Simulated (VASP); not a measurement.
# BP (Ibam) in VASP: a series of runs

The runs below take BP through single point, relaxation of cell and atoms, with PBE.

Program: VASP 6.6.1. These are calculated values, not measurements. Logs are shortened: lines on timing, memory, paths and dates and some standing lists are left out, and cuts for length are marked.

### Step 1. The cell of the first run

Symmetry: Ibam, No. 72, orthorhombic system. The conventional cell has a = 6.472 Å, b = 7.532 Å, c = 5.275 Å, α = 90.00°, β = 90.00°, γ = 90.00°. B (site symmetry m) has 4 P at 1.89 to 1.96 Å within 2.5 Å. B (site symmetry 222) has 4 P at 1.89 Å within 2.5 Å. P (site symmetry m) has 4 B at 1.89 to 1.96 Å within 2.5 Å. Within 2.5 Å of P (site symmetry 222) lie 4 B at 1.89 Å.

The cell was built from a structure type or drawn by symmetry, and may not be a known phase.

### Step 2. Single point, PBE

Input file INCAR:

```
SYSTEM = BP
PREC = Accurate
ENCUT = 520
EDIFF = 1E-6
ISMEAR = 0
SIGMA = 0.1
LREAL = .FALSE.
LASPH = .TRUE.
NELM = 100
ALGO = Normal
ISIF = 2
LWAVE = .FALSE.
LCHARG = .FALSE.
GGA = PE
NBANDS = 36
```

Input file KPOINTS:

```
regular mesh
0
G
  4 4 4
  0 0 0
```

Input file POSCAR:

```
BP
1.0
   -3.2361802600      3.7658217700      2.6372988900
    3.2361802600     -3.7658217700      2.6372988900
    3.2361802600      3.7658217700     -2.6372988900
B P
6 6
Direct
    0.3449075300      0.3960025900      0.7409101200
    0.1550924700      0.8960025900      0.0510950600
    0.8449075300      0.1039974100      0.9489049400
    0.6550924700      0.6039974100      0.2590898800
    0.7500000000      0.2500000000      0.5000000000
    0.2500000000      0.7500000000      0.5000000000
    0.3449075300      0.1039974100      0.4489049400
    0.1550924700      0.6039974100      0.7590898800
    0.2500000000      0.2500000000      0.0000000000
    0.7500000000      0.7500000000      0.0000000000
    0.8449075300      0.3960025900      0.2409101200
    0.6550924700      0.8960025900      0.5510950600
```

Potentials or basis: VASP PAW PBE potentials, release 64 (B, P).

Command:

```sh
$ cat potpaw_PBE.64/B/POTCAR potpaw_PBE.64/P/POTCAR > POTCAR
$ mpirun -np 1 vasp_std > vasp.out
```

OUTCAR:

```text
SYSTEM = BP
   PREC = Accurate
   ENCUT = 520
   EDIFF = 1E-6
   ISMEAR = 0
   LREAL = .FALSE.
   LASPH = .TRUE.
   NELM = 100
   ISIF = 2
   GGA = PE

 ion  position               nearest neighbor table
   1  0.345  0.396  0.741-   9 1.89  10 1.89   7 1.89   8 1.96
   2  0.155  0.896  0.051-   9 1.89  10 1.89   8 1.89   7 1.96
   3  0.845  0.104  0.949-   9 1.89  10 1.89  11 1.89  12 1.96
   4  0.655  0.604  0.259-   9 1.89  10 1.89  12 1.89  11 1.96
   5  0.750  0.250  0.500-   8 1.89  11 1.89   7 1.89  12 1.89
   6  0.250  0.750  0.500-   8 1.89  11 1.89   7 1.89  12 1.89
   7  0.345  0.104  0.449-   5 1.89   6 1.89   1 1.89   2 1.96  12 2.70
   8  0.155  0.604  0.759-   5 1.89   6 1.89   2 1.89   1 1.96  11 2.70
   9  0.250  0.250  0.000-   1 1.89   4 1.89   3 1.89   2 1.89  10 2.64  10 2.64
  10  0.750  0.750  0.000-   1 1.89   4 1.89   3 1.89   2 1.89   9 2.64   9 2.64
  11  0.845  0.396  0.241-   5 1.89   6 1.89   3 1.89   4 1.96   8 2.70
  12  0.655  0.896  0.551-   5 1.89   6 1.89   4 1.89   3 1.96   7 2.70

  LATTYP: Found a body centered orthorhombic cell.
 ALAT       =     5.2745977800
 B/A-ratio  =     1.2270813415
 C/A-ratio  =     1.4279086016

  Lattice vectors:

 A1 = (   3.2361802600,  -3.7658217700,   2.6372988900)
 A2 = (  -3.2361802600,  -3.7658217700,  -2.6372988900)
 A3 = (   3.2361802600,   3.7658217700,  -2.6372988900)

Analysis of symmetry for initial positions (statically):
=====================================================================
 Subroutine PRICEL returns:
 Original cell was already a primitive cell.

 Routine SETGRP: Setting up the symmetry group for a
 body centered orthorhombic supercell.

 Subroutine GETGRP returns: Found  8 space group operations
 (whereof  4 operations were pure point group operations)
 out of a pool of  8 trial point group operations.

The static configuration has the point symmetry C_2h.
 The point group associated with its full space group is D_2h.

Analysis of symmetry for dynamics (positions and initial velocities):
=====================================================================
 Subroutine PRICEL returns:
 Original cell was already a primitive cell.

 Routine SETGRP: Setting up the symmetry group for a
 body centered orthorhombic supercell.

 Subroutine GETGRP returns: Found  8 space group operations
 (whereof  4 operations were pure point group operations)
 out of a pool of  8 trial point group operations.
[... 125 lines left out ...]
   PSTRESS=    0.0 pullay stress
   NELECT =      48.0000    total number of electrons
   NUPDOWN=      -1.0000    fix difference up-down
   EMIN   =  10.00;   EMAX   =-10.00  energy-range for DOS
   EFERMI =   0.00;   METHOD = LEGACY
   ISMEAR =     0;   SIGMA  =   0.10  broadening in eV -4-tet -1-fermi 0-gaus
   EFERMI_NEDOS =   21; number of points for ismear=-14 and -15
   IALGO  =     38    algorithm
   IMIX   =      4    mixing-type and parameters
     AMIX     =   0.40;   BMIX     =  1.00
     AMIX_MAG =   1.60;   BMIX_MAG =  1.00
  volume/ion in A,a.u.               =      10.71        72.30
  Fermi-wavevector in a.u.,A,eV,Ry     =   1.178830  2.227666 18.907213  1.389641
  Thomas-Fermi vector in A             =   2.315152
   LORBIT       =      0    0 simple, 1 ext, 2 COOP (PROOUT), +10 PAW based schemes
   GGA     = PE    functional components
   LHFCALC =     F    Hartree Fock is set to
   AEXX    =    0.0000 exact exchange contribution
   IVDW    =     0    specifies the selected vdW correction
   LEPSILON=     F    determine dielectric tensor
   LRPA    =     F    only Hartree local field effects (RPA)
 non-spin polarized calculation
 Gauss-broadening in eV      SIGMA  =   0.10
  energy-cutoff  :      520.00
  volume of cell :      128.56
 maximum number of plane-waves:      3479
 NGX is ok and might be reduce to    42
   NGX = 21   NGY = 21   NGZ = 21

 number of electron      48.0000001 magnetization

 Free energy of the ion-electron system (eV)
  ---------------------------------------------------
  ext. energy  EPLUGINS =         0.00000000
  ---------------------------------------------------
  free energy    TOTEN  =       -69.87440448 eV

  energy without entropy =      -69.87147880  energy(sigma->0) =      -69.87294164

 E-fermi :   8.7975     XC(G=0): -11.2513

 val. band max:        8.7849789521   @ k =   0.0000   0.0000   0.0000
 cond. band min:       8.8398464464   @ k =  -0.2500   0.2500   0.2500
 fundamental gap:      0.0548674943
 Fermi energy:         8.7975272971

 k-point     1 :       0.0000    0.0000    0.0000
  band No.  band energies     occupation
      1      -8.1860      2.00000
      2      -4.9361      2.00000
      3      -3.6957      2.00000
      4      -3.6860      2.00000
      5      -2.8338      2.00000
      6      -2.1318      2.00000
[... 691 lines left out ...]
     35      14.4959      0.00000
     36      14.6224      0.00000

------------------------ aborting loop because EDIFF is reached ----------------------------------------

  FORCE on cell =-STRESS in cart. coord.  units (eV):
  Direction    XX          YY          ZZ          XY          YZ          ZX
  --------------------------------------------------------------------------------------
  -------------------------------------------------------------------------------------
  Total       20.9022952      9.1185083     36.2993813      0.0000000      0.0000000      0.0000000
  in kB      260.4910158    113.6377354    452.3743740      0.0000000      0.0000000      0.0000000
  external PRESSURE =     275.5010417 kB  Pullay stress =       0.0000000 kB

 VOLUME and BASIS-vectors are now :
 -----------------------------------------------------------------------------
  energy-cutoff  :      520.00
  volume of cell :      128.56
      direct lattice vectors                 reciprocal lattice vectors
    -3.236180260  3.765821770  2.637298890     0.000000000  0.132773145  0.189587916
     3.236180260 -3.765821770  2.637298890     0.154503136  0.000000000  0.189587916
     3.236180260  3.765821770 -2.637298890     0.154503136  0.132773145  0.000000000

 POSITION                                       TOTAL-FORCE (eV/Angst)
 -----------------------------------------------------------------------------------
      2.56307      2.59772      0.00000        -0.302479     -0.360738     -0.000000
      2.56307     -2.59772      2.63730        -0.302479      0.360738     -0.000000
      0.67311      6.36354      0.00000         0.302479     -0.360738     -0.000000
      0.67311      1.16810      2.63730         0.302479      0.360738      0.000000
     -0.00000      3.76582      1.31865         0.000000     -0.000000      0.000000
      3.23618      0.00000      1.31865         0.000000     -0.000000      0.000000
      0.67311      2.59772      0.00000         0.179112      0.147322      0.000000
      3.90929      1.16810      0.00000         0.179112     -0.147322      0.000000
      0.00000      0.00000      1.31865         0.000000     -0.000000      0.000000
      0.00000      0.00000      3.95595         0.000000     -0.000000      0.000000
     -0.67311      2.59772      2.63730        -0.179112      0.147322     -0.000000
      2.56307      1.16810      2.63730        -0.179112     -0.147322     -0.000000
 -----------------------------------------------------------------------------------
    total drift:                               -0.000000      0.000000     -0.000000

  FREE ENERGIE OF THE ION-ELECTRON SYSTEM (eV)
  ---------------------------------------------------
  free  energy   TOTEN  =       -69.8744044800 eV

  energy  without entropy=      -69.8714788012  energy(sigma->0) =      -69.87294164
```

stdout:

```text
POSCAR found type information on POSCAR B P
 POSCAR found :  2 types and      12 ions
 scaLAPACK will be used
 LDA part: xc-table for (Slater+PW92), standard interpolation
 POSCAR, INCAR and KPOINTS ok, starting setup
 FFT: planning ... GRIDC
 FFT: planning ... GRID_SOFT
 FFT: planning ... GRID
 WAVECAR not read
 entering main loop
```

Run time: 54 s. Hardware: 1 thread of AMD EPYC 9R45 (Zen 5), shared host; peak memory 0.24 GiB.

What came out:

| Item | Value |
| --- | --- |
| Free energy | -69.8744 eV |
| Pressure | 27.6 GPa |
| Largest force | 0.471 eV/Å |
| Band gap on the k mesh | zero (bands 24 and 25 overlap by 0.63 eV) |

Forces on the atoms (eV/Å):
```
B   -0.302 -0.361  0.000
B   -0.302  0.361  0.000
B    0.302 -0.361  0.000
B    0.302  0.361  0.000
B    0.000  0.000  0.000
B    0.000  0.000  0.000
P    0.179  0.147  0.000
P    0.179 -0.147  0.000
P    0.000  0.000  0.000
P    0.000  0.000  0.000
P   -0.179  0.147  0.000
P   -0.179 -0.147  0.000
```

Caveat: the k points lie up to 0.36 Å⁻¹ apart, too coarse for converged energies and pressures of a metal; semilocal functionals underestimate gaps, so a narrow gap can read as zero.

### Step 3. Single point, PBE

This run uses another cell than the first one, of 12.35 Å³/atom.

Input file INCAR:

```
PREC = Accurate
ENCUT = 520
EDIFF = 1E-7
ISMEAR = 0
SIGMA = 0.1
LREAL = False
LASPH = True
NELM = 100
ALGO = Normal
ISIF = 2
LWAVE = False
LCHARG = True
GGA = PE
LELF = True
LVHAR = True
NBANDS = 36
```

Input file KPOINTS:

```
Automatic mesh
0
Gamma
  4 4 4
```

Input file POSCAR:

```
BP
1.0
   -3.4093344861      3.7466726282      2.9015015485
    3.4093344861     -3.7466726282      2.9015015485
    3.4093344861      3.7466726282     -2.9015015485
B P
6 6
Direct
    0.3478932976      0.3964244946      0.7443177923
    0.1521067024      0.8964244946      0.0485311970
    0.8478932976      0.1035755054      0.9514688030
    0.6521067024      0.6035755054      0.2556822077
    0.7500000000      0.2500000000      0.5000000000
    0.2500000000      0.7500000000      0.5000000000
    0.3496554667      0.1049426758      0.4545981425
    0.1503445333      0.6049426758      0.7552872092
    0.2500000000      0.2500000000      0.0000000000
    0.7500000000      0.7500000000      0.0000000000
    0.8496554667      0.3950573242      0.2447127908
    0.6503445333      0.8950573242      0.5454018575
```

Potentials or basis: VASP PAW PBE potentials, release 64 (B, P).

Command:

```sh
$ cat potpaw_PBE.64/B/POTCAR potpaw_PBE.64/P/POTCAR > POTCAR
$ mpirun -np 1 vasp_std > vasp.out
```

Wall time 86 s (1 thread of AMD EPYC 9R45 (Zen 5), shared host); peak memory 0.3 GiB.

It converged, with:

```yaml
Free_energy: -72.1102 eV
Pressure: -0.2 GPa
Largest_force: 0.009 eV/Å
Band_gap_on_the_k_mesh: zero (bands 24 and 25 overlap by 0.47 eV)
```

Forces on the atoms (eV/Å):
```
B   -0.004 -0.004  0.000
B   -0.004  0.004  0.000
B    0.004 -0.004  0.000
B    0.004  0.004  0.000
B    0.000  0.000  0.000
B    0.000  0.000  0.000
P   -0.003  0.009  0.000
P   -0.003 -0.009  0.000
P    0.000  0.000  0.000
P    0.000  0.000  0.000
P    0.003  0.009  0.000
P    0.003 -0.009  0.000
```

Levels at points of the mesh, in eV from the Fermi level:
```csv
k point,band 21,band 22,band 23,band 24,band 25,band 26,band 27,band 28
"(0.00, 0.00, 0.00)",-1.25,-1.23,-0.92,0.28,0.53,1.70,2.20,2.68
"(0.50, 0.00, 0.00)",-2.26,-2.26,-1.83,-1.83,0.82,0.82,1.72,1.72
"(0.00, 0.50, 0.00)",-3.08,-3.08,-1.80,-1.80,2.35,2.35,2.59,2.59
"(0.50, 0.50, 0.00)",-2.44,-2.12,-1.78,-1.64,1.00,1.12,2.53,3.18
"(0.50, 0.50, 0.50)",-2.24,-2.00,-1.37,-1.20,-0.19,0.80,1.17,1.38
```

Caveat: semilocal functionals underestimate gaps, so a narrow gap can read as zero.

### Step 4. Relaxation of cell and atoms, PBE

Input file INCAR:

```
PREC = Accurate
ENCUT = 600
EDIFF = 1E-6
ISMEAR = 0
SIGMA = 0.1
LREAL = F
LASPH = T
NELM = 60
ALGO = Normal
ISIF = 3
LWAVE = F
LCHARG = F
GGA = PE
IBRION = 2
NSW = 90
EDIFFG = -0.04
```

Input file KPOINTS:

```
regular mesh
0
Gamma
  4 4 4
```

Input file POSCAR:

```
BP
1.0
   -3.2361802600      3.7658217700      2.6372988900
    3.2361802600     -3.7658217700      2.6372988900
    3.2361802600      3.7658217700     -2.6372988900
B P
6 6
Direct
    0.3449075300      0.3960025900      0.7409101200
    0.1550924700      0.8960025900      0.0510950600
    0.8449075300      0.1039974100      0.9489049400
    0.6550924700      0.6039974100      0.2590898800
    0.7500000000      0.2500000000      0.5000000000
    0.2500000000      0.7500000000      0.5000000000
    0.3449075300      0.1039974100      0.4489049400
    0.1550924700      0.6039974100      0.7590898800
    0.2500000000      0.2500000000      0.0000000000
    0.7500000000      0.7500000000      0.0000000000
    0.8449075300      0.3960025900      0.2409101200
    0.6550924700      0.8960025900      0.5510950600
```

Command:

```sh
$ cat potpaw_PBE.64/B/POTCAR potpaw_PBE.64/P/POTCAR > POTCAR
$ mpirun -np 1 vasp_std > vasp.out
```

Wall time 6.4 min (1 thread of AMD EPYC 9R45 (Zen 5), shared host); peak memory 0.32 GiB.

Results (log left out):

* Free energy: -72.1098 eV
* Relaxed volume: 12.34 Å³/atom
* Relaxed cell: a = 5.835 Å, b = 5.835 Å, c = 5.835 Å, α = 108.56°, β = 100.12°, γ = 120.39°
* Space group after relaxing (to 0.1 Å): Ibam (No. 72)
* Energy gained by relaxing: 185.5 meV/atom
* Ionic steps: 8
* Pressure after relaxing: 0.0 GPa
* Largest force after relaxing: 0.020 eV/Å
* Band gap on the k mesh: zero (bands 24 and 25 overlap by 0.48 eV)

Forces in eV/Å, atoms in the order of the input:
```
B    0.019  0.004  0.000
B    0.019 -0.004  0.000
B   -0.019  0.004  0.000
B   -0.019 -0.004  0.000
B    0.000  0.000  0.000
B    0.000  0.000  0.000
P    0.009 -0.007  0.000
P    0.009  0.007  0.000
P    0.000  0.000  0.000
P    0.000  0.000  0.000
P   -0.009 -0.007  0.000
P   -0.009  0.007  0.000
```

Stress tensor (GPa, compression positive):
```
 0.07  0.00  0.00
 0.00 -0.09  0.00
 0.00  0.00  0.00
```

The path:
```
step  energy change (eV)  largest force (eV/Å)  pressure (GPa)  volume (Å³)
   1              0.0000                0.4703           27.56       128.56
   2             -1.1921                1.1874          -13.91       165.57
   3             -2.0152                0.8275           -1.89       149.52
   4             -2.2098                0.3523           -0.85       149.03
   5             -2.2115                0.2957           -0.96       149.08
   6             -2.2241                0.0676            0.43       147.62
   7             -2.2249                0.0533            0.14       147.91
   8             -2.2258                0.0196           -0.01       148.04
```

Final structure:
```
B P
1.0
    -3.40661    3.74590    2.90038
     3.40661   -3.74590    2.90038
     3.40661    3.74590   -2.90038
B P
6 6
Direct
  0.34782 0.39610 0.74392
  0.15218 0.89610 0.04828
  0.84782 0.10390 0.95172
  0.65218 0.60390 0.25608
  0.75000 0.25000 0.50000
  0.25000 0.75000 0.50000
  0.34970 0.10468 0.45438
  0.15030 0.60468 0.75498
  0.25000 0.25000 0.00000
  0.75000 0.75000 0.00000
  0.84970 0.39532 0.24502
  0.65030 0.89532 0.54562
```

Levels at points of the mesh, in eV from the Fermi level:
| k point | band 20 | band 21 | band 22 | band 23 | band 24 | band 25 | band 26 | band 27 | band 28 | band 29 |
| --- | --- | --- | --- | --- | --- | --- | --- | --- | --- | --- |
| (0.00, 0.00, 0.00) | -2.68 | -1.24 | -1.23 | -0.91 | 0.29 | 0.53 | 1.71 | 2.21 | 2.70 | 3.06 |
| (0.50, 0.00, 0.00) | -2.78 | -2.25 | -2.25 | -1.83 | -1.83 | 0.83 | 0.83 | 1.72 | 1.72 | 2.41 |
| (0.00, 0.50, 0.00) | -3.58 | -3.08 | -3.08 | -1.80 | -1.80 | 2.35 | 2.35 | 2.59 | 2.59 | 2.76 |
| (0.50, 0.50, 0.00) | -2.70 | -2.44 | -2.11 | -1.77 | -1.65 | 1.01 | 1.12 | 2.53 | 3.18 | 3.35 |
| (0.50, 0.50, 0.50) | -2.73 | -2.24 | -1.99 | -1.37 | -1.19 | -0.19 | 0.82 | 1.17 | 1.38 | 1.51 |

Caveat: the k points lie up to 0.34 Å⁻¹ apart in the final cell; the volume moved by over 15 % at a fixed basis, so the end points are rough; semilocal functionals underestimate gaps, so a narrow gap can read as zero.

### Step 5. Single point, PBE

This run uses another cell than the first one, of 12.35 Å³/atom.

Input file INCAR:

```
PREC = Accurate
ENCUT = 520
EDIFF = 1E-6
ISMEAR = 0
SIGMA = 0.1
LREAL = False
LASPH = True
NELM = 100
ALGO = Normal
ISIF = 2
LWAVE = False
LCHARG = False
GGA = PE
NBANDS = 36
```

Input file KPOINTS:

```
regular mesh
0
Gamma
  8 8 8
```

Input file POSCAR:

```
BP
1.0
   -3.4113793022      3.7445552388      2.9012192463
    3.4113793022     -3.7445552388      2.9012192463
    3.4113793022      3.7445552388     -2.9012192463
B P
6 6
Direct
    0.3478321495      0.3963286853      0.7441608347
    0.1521678505      0.8963286853      0.0484965358
    0.8478321495      0.1036713147      0.9515034642
    0.6521678505      0.6036713147      0.2558391653
    0.7500000000      0.2500000000      0.5000000000
    0.2500000000      0.7500000000      0.5000000000
    0.3495668759      0.1049489128      0.4545157888
    0.1504331241      0.6049489128      0.7553820369
    0.2500000000      0.2500000000      0.0000000000
    0.7500000000      0.7500000000      0.0000000000
    0.8495668759      0.3950510872      0.2446179631
    0.6504331241      0.8950510872      0.5454842112
```

Command:

```sh
$ cat potpaw_PBE.64/B/POTCAR potpaw_PBE.64/P/POTCAR > POTCAR
$ mpirun -np 1 vasp_std > vasp.out
```

It took 7 min on 1 thread of AMD EPYC 9R45 (Zen 5), shared host; peak memory 0.51 GiB.

It converged, with:

* Free energy: -72.1036 eV
* Pressure: -0.2 GPa
* Largest force: 0.012 eV/Å
* Band gap on the k mesh: zero (bands 24 and 25 overlap by 0.46 eV)

Forces on the atoms (eV/Å):
```
B    0.006  0.001  0.000
B    0.006 -0.001  0.000
B   -0.006  0.001  0.000
B   -0.006 -0.001  0.000
B    0.000  0.000  0.000
B    0.000  0.000  0.000
P   -0.009  0.008  0.000
P   -0.009 -0.008  0.000
P    0.000  0.000  0.000
P    0.000  0.000  0.000
P    0.009  0.008  0.000
P    0.009 -0.008  0.000
```

Levels at points of the mesh, in eV from the Fermi level:
```csv
k point,band 21,band 22,band 23,band 24,band 25,band 26,band 27,band 28
"(0.00, 0.00, 0.00)",-1.26,-1.25,-0.94,0.27,0.52,1.69,2.18,2.67
"(0.50, 0.00, 0.00)",-2.28,-2.28,-1.84,-1.84,0.81,0.81,1.71,1.71
"(0.00, 0.50, 0.00)",-3.09,-3.09,-1.82,-1.82,2.33,2.33,2.57,2.57
"(0.50, 0.50, 0.00)",-2.45,-2.14,-1.80,-1.66,0.99,1.10,2.53,3.17
"(0.50, 0.50, 0.50)",-2.26,-2.02,-1.39,-1.22,-0.19,0.77,1.16,1.37
```

Caveat: semilocal functionals underestimate gaps, so a narrow gap can read as zero.

### Step 6. Overview

```tsv
task	cell	k mesh	cutoff (eV)	gap on the mesh (eV)	pressure (GPa)	largest force (eV/Å)
single point	a = 5.622 Å, angles 109.7, 95.9, 124.1°, 12 atoms, atomic positions A	4 × 4 × 4	520	none	27.6	0.47
single point	a = 5.838 Å, angles 108.5, 100.1, 120.4°, 12 atoms, atomic positions B	4 × 4 × 4	520	none	-0.2	0.01
relaxation of cell and atoms	relaxed from a = 5.622 Å, angles 109.7, 95.9, 124.1°, 12 atoms, atomic positions A	4 × 4 × 4	600	none	0.0	0.02
single point	a = 5.837 Å, angles 108.5, 100.2, 120.4°, 12 atoms, atomic positions B	8 × 8 × 8	520	none	-0.2	0.01
```

Alike in all rows: level PBE; potentials or basis VASP PAW PBE potentials, release 64 (B, P); no spin polarisation; smearing gaussian 0.1 eV.

Caveats: some runs use coarse meshes; semilocal functionals underestimate gaps, so a narrow gap can read as zero; the volume moved by over 15 % at a fixed basis, so the end points are rough (at least some runs).

Total energies depend on the potentials used, so only differences within one code and one set of settings carry meaning.
